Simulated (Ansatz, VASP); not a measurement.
**LaAs in VASP and in Ansatz**

```
CELL_PARAMETERS angstrom
0.00000 3.02111 3.02111
3.02111 0.00000 3.02111
3.02111 3.02111 0.00000
ATOMIC_POSITIONS crystal
La 0.00000 0.00000 0.00000
As 0.50000 0.50000 0.50000
```

Change from the starting cell: volume scaled by 0.96.

Alike in both runs: task single point; functional PBEsol; k mesh 12 × 12 × 12; occupations fermi-dirac, width 0.05 eV; no spin polarisation.

|  | VASP | Ansatz |
| --- | --- | --- |
| version | VASP 6.6.1 | Ansatz 0.2.0 |
| potentials or method | VASP PAW PBE potentials, release 64 (La, As), cutoff 520 eV | all-electron LAPW, scalar-relativistic |

```csv
,VASP,Ansatz,Ansatz less VASP
pressure (GPa),2.6,2.6,0.00
```

VASP's potentials were made for PBE, not for PBEsol. Ansatz ran all-electron here, and VASP with PAW potentials.

Spin-orbit coupling is off throughout.
